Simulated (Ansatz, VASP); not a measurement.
One calculation of PbSe, two programs

File INCAR:

```
PREC     = Accurate       # precision mode
ENCUT    = 520            # plane-wave cutoff, eV
EDIFF    = 1E-8           # SCF threshold, eV
ISMEAR   = -1             # smearing method
SIGMA    = 0.01           # smearing width, eV
LREAL    = F              # projectors in reciprocal space
LASPH    = T              # aspherical terms in the spheres
NELM     = 60             # most SCF steps
ALGO     = Normal         # electronic algorithm
ISIF     = 2              # what is computed and relaxed
LWAVE    = F              # write WAVECAR
LCHARG   = F              # write CHGCAR
GGA      = PE             # functional
LEFG     = T            
NBANDS   = 17             # bands
```

The input KPOINTS:

```
regular mesh
0
Gamma
  9 9 9
```

File POSCAR:

```
PbSe
1.0
    0.0000000000      2.9996396028      2.9996396028
    2.9996396028      0.0000000000      2.9996396028
    2.9996396028      2.9996396028      0.0000000000
Pb Se
1 1
Direct
    0.0000000000      0.0000000000      0.0000000000
    0.5000000000      0.5000000000      0.5000000000
```

Input for Ansatz:

```yaml
crystal:
  lattice:
    - [0.0, 2.9996396028, 2.9996396028]
    - [2.9996396028, 0.0, 2.9996396028]
    - [2.9996396028, 2.9996396028, 0.0]
  atoms:
    - { symbol: Pb, position: [0.0, 0.0, 0.0] }
    - { symbol: Se, position: [0.5, 0.5, 0.5] }
kpoints:
  mp_grid: { grid: [9, 9, 9] }
scf:
  occupations: { method: fermi_dirac, width: 0.01 }
hamiltonian:
  xc: pbe
  pseudopotentials: { kind: all_electron, datasets: crystal }
output:
  forces: true
  stress: true
  eigenvalues: true
  efg: { contact_densities: true }
```

Change from the starting cell: volume scaled by 0.94, crystal datasets.

Alike in both runs: task electric field gradients; functional PBE; k mesh 9 × 9 × 9; occupations fermi-dirac, width 0.01 eV; no spin polarisation.

|  | VASP | Ansatz |
| --- | --- | --- |
| version | VASP 6.6.1 | Ansatz 0.2.0 |
| potentials or method | VASP PAW PBE potentials, release 64 (Pb_d, Se), cutoff 520 eV | all-electron PAW with datasets made for the crystal, scalar-relativistic |

```csv
,VASP,Ansatz,Ansatz less VASP
pressure (GPa),6.3,6.3,+0.01
```

Ansatz ran all-electron here, and VASP with PAW potentials.

Neither program's run includes spin-orbit coupling.
